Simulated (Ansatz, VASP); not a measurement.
## Two plane-wave programs on TiO2

INCAR

```
SYSTEM = TiO2
PREC = Accurate ; ENCUT = 520
EDIFF = 1E-7 ; ISMEAR = 0
SIGMA = 0.05 ; LREAL = .False.
LASPH = .True. ; NELM = 100
ALGO = Normal ; ISIF = 2
LWAVE = .False. ; LCHARG = .False.
GGA = PE ; NBANDS = 33
```

File KPOINTS:

```
regular mesh
0
Gamma
  6 6 10
  0 0 0
```

Contents of POSCAR:

```
TiO2
1.0
    4.6430645122      0.0290191532      0.0000000000
    0.0290191532      4.6430645122      0.0000000000
    0.0000000000      0.0000000000      2.9640243990
Ti O
2 4
Direct
    0.0000000000      0.0000000000      0.0000000000
    0.5000000000      0.5000000000      0.5000000000
    0.3051105247      0.3051105247      0.0000000000
    0.1948894753      0.8051105247      0.5000000000
    0.6948894753      0.6948894753      0.0000000000
    0.8051105247      0.1948894753      0.5000000000
```

Input for Ansatz:

```yaml
crystal:
  lattice:
    - [4.6430645122, 0.0290191532, 0.0]
    - [0.0290191532, 4.6430645122, 0.0]
    - [0.0, 0.0, 2.964024399]
  atoms:
    - { symbol: Ti, position: [0.0, 0.0, 0.0] }
    - { symbol: Ti, position: [0.5, 0.5, 0.5] }
    - { symbol: O, position: [0.3051105247, 0.3051105247, 0.0] }
    - { symbol: O, position: [0.1948894753, 0.8051105247, 0.5] }
    - { symbol: O, position: [0.6948894753, 0.6948894753, 0.0] }
    - { symbol: O, position: [0.8051105247, 0.1948894753, 0.5] }
basis:
  ecutwfc: 420
kpoints:
  mp_grid: { grid: [6, 6, 10] }
hamiltonian:
  xc: pbe
scf:
  occupations: { method: gaussian, width: 0.05 }
output:
  forces: true
  stress: true
  eigenvalues: true
```

Change from the starting cell: strain +0.0125 x Voigt [0, 0, 0, 0, 0, 1], atoms carried along.

Alike in both runs: task single point; functional PBE; k mesh 6 × 6 × 10; occupations gaussian, width 0.05 eV; no spin polarisation.

|  | VASP | Ansatz |
| --- | --- | --- |
| version | VASP 6.6.1 | Ansatz 0.2.0 |
| potentials or method | VASP PAW PBE potentials, release 64 (Ti_sv, O), cutoff 520 eV | scalar-relativistic, plane waves, PAW |
| valence electrons in the cell | 48 | 48 |

```tsv
	VASP	Ansatz	Ansatz less VASP
gap on the k mesh at the Fermi level (eV)	1.83	1.86	+0.025
least direct gap on the mesh (eV)	1.83	1.86	+0.025
pressure (GPa)	0.7	0.1	-0.67
traceless stress, the component that is largest in VASP (GPa)	-2.67	-2.65	+0.022
rms of the force components (eV/Å)	0.012	0.005	-0.0071
```

Atom by atom the forces differ by 0.013 eV/Å (rms over components). With one functional, cell and mesh, what is left measures potentials, basis and numerics.
